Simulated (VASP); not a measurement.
Wanted: the native input for a VASP 6.6.1 run.

```yaml
Task: single point
Functional: PBE
Potentials_or_basis: VASP PAW PBE potentials, release 64 (Ca_sv, Cu_sv_GW)
Cutoff: 700 eV
k_mesh: 4 × 4 × 4
Occupations: gaussian, width 0.1 eV
Spin: no spin polarisation
Dipole_correction: no
Further_INCAR_settings: ALGO = Normal; EDIFF = 1e-06; NBANDS = 66
```

The structure of Ca2Cu5 lies in POSCAR:

```
Ca2Cu5
1.0
    0.0000000000      4.0216278800      4.0216278800
    4.0216278800      0.0000000000      4.0216278800
    4.0216278800      4.0216278800      0.0000000000
Ca Cu
2 5
Direct
    0.2500000000      0.2500000000      0.2500000000
    0.7500000000      0.7500000000      0.7500000000
    0.4032540100      0.4032540100      0.4032540100
    0.4032540100      0.4032540100      0.7902379700
    0.4032540100      0.7902379700      0.4032540100
    0.7902379700      0.4032540100      0.4032540100
    0.0000000000      0.0000000000      0.0000000000
```

The cell was built from a structure type or drawn by symmetry, and may not be a known phase.

One way to write it, as run:

INCAR

```
SYSTEM = Ca2Cu5
ALGO = Normal
EDIFF = 1E-6
ENCUT = 700
GGA = PE
GGA_COMPAT = .FALSE.
ISIF = 2
ISMEAR = 0
LASPH = .TRUE.
LCHARG = .FALSE.
LREAL = .FALSE.
LWAVE = .FALSE.
NBANDS = 66
NELM = 120
PREC = Accurate
SIGMA = 0.1
```

KPOINTS

```
k-points
0
G
  4 4 4
  0 0 0
```

Potentials or basis: VASP PAW PBE potentials, release 64 (Ca_sv, Cu_sv_GW).

Run with:

```sh
$ cat potpaw_PBE.64/Ca_sv/POTCAR potpaw_PBE.64/Cu_sv_GW/POTCAR > POTCAR
$ mpirun -np 1 vasp_std > vasp.out
```

It gave:

```json
{"Pressure": "13.7 GPa", "Largest force": "0.075 eV/Å", "Band gap on the k mesh": "zero (an odd number of electrons rules out a gap without spin polarisation)"}
```

Caveat: the cell stands under pressure.

Run time: 3.2 min on 1 thread of AMD EPYC 9R45 96-Core Processor (Zen 5), with other jobs on the host, peak memory 0.37 GiB.
